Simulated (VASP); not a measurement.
Crystal: Os.

```xyz
2
Lattice="2.7701 0.0000 0.0000 -1.3850 2.3990 0.0000 0.0000 0.0000 4.3765" Properties=species:S:1:pos:R:3 pbc="T T T"
Os    1.3850    0.7997    3.2824
Os    0.0000    1.5993    1.0941
```

Base run:

| Property | Result |
| --- | --- |
| Program | VASP 6.6.1 |
| Functional | BLYP |
| Potentials or basis | VASP PAW PBE potentials, release 64 (Os_sv_GW) |
| Cutoff | 560 eV |
| k mesh | 11 × 11 × 6 |
| Occupations | fermi-dirac, width 0.05 eV |
| Spin | no spin polarisation |

Its results: band gap on the k mesh zero (bands 16 and 17 overlap by 3.66 eV); pressure 9.3 GPa.

Problem. The run is repeated on the same cell with these changes: dispersion from none to D4. What comes out?

Solution. Band gap on the k mesh zero (bands 16 and 17 overlap by 3.66 eV); pressure -4.8 GPa.

Dispersion adds attraction, which lowers the pressure at fixed volume and, as a term added to the energy, leaves the levels alone.

Caveats: the PAW data sets were made with another functional, which shifts forces and pressure a little; spin-orbit coupling is left out, which moves the levels of the heavy elements; the cell stands under pressure (at least some runs); the cell stands under tension (at least some runs); the dispersion term is far too large for a dense solid, which distorts pressure and volume (at least some runs).
